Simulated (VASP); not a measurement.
Set up this calculation in VASP 6.6.1, as the native input.

| Property | Result |
| --- | --- |
| Task | relaxation of cell and atoms |
| Functional | PBEsol |
| Potentials or basis | VASP PAW PBE potentials, release 64 (H_h) |
| Cutoff | 910 eV |
| k mesh | 10 × 10 × 10 |
| Occupations | gaussian, width 0.01 eV |
| Spin | no spin polarisation |
| Dipole correction | no |
| Further INCAR settings | ALGO = Normal; EDIFF = 1e-07; IBRION = 2; EDIFFG = -0.002; NSW = 100; ISIF = 3 |

The structure of H lies in POSCAR:

```
H
1.0
   -1.6915344700      1.6915344700      2.0584739900
    1.6915344700     -1.6915344700      2.0584739900
    1.6915344700      1.6915344700     -2.0584739900
H
2
Direct
    0.9098622900      0.9098622900      0.0000000000
    0.0901377100      0.0901377100      0.0000000000
```

These files were run (other wordings do the same):

INCAR

```
PREC = Accurate
ENCUT = 910
EDIFF = 1E-7
ISMEAR = 0
SIGMA = 0.01
LREAL = False
LASPH = True
NELM = 120
ALGO = Normal
ISIF = 3
LWAVE = False
LCHARG = False
GGA = PS
IBRION = 2
NSW = 100
EDIFFG = -0.002
GGA_COMPAT = False
NELMIN = 4
```

KPOINTS

```
Automatic mesh
0
Gamma
  10 10 10
```

Potentials or basis: VASP PAW PBE potentials, release 64 (H_h).

Command:

```console
$ cat potpaw_PBE.64/H_h/POTCAR > POTCAR
$ mpirun -np 1 vasp_std > vasp.out
```

Results of the run:

```
Relaxed volume                        : 11.50 Å³/atom
Relaxed cell                          : a = 3.150 Å, b = 3.150 Å, c = 3.150 Å, α = 116.98°, β = 116.98°, γ = 95.31°
Space group after relaxing (to 0.1 Å) : I4/mmm (No. 139)
Energy gained by relaxing             : 2.7 meV/atom
Ionic steps                           : 37
Pressure after relaxing               : 0.0 GPa
Band gap on the k mesh                : 8.60 eV (least direct gap 9.35 eV)
```

Caveat: this functional lacks dispersion, which holds the molecules together, so the pressure and a relaxed volume are unreliable; the PAW data sets were made with another functional, which shifts forces and pressure a little.

Run time: 93 s on 1 thread of Intel(R) Xeon(R) 6975P-C (Granite Rapids), on a shared host, peak memory 0.17 GiB.
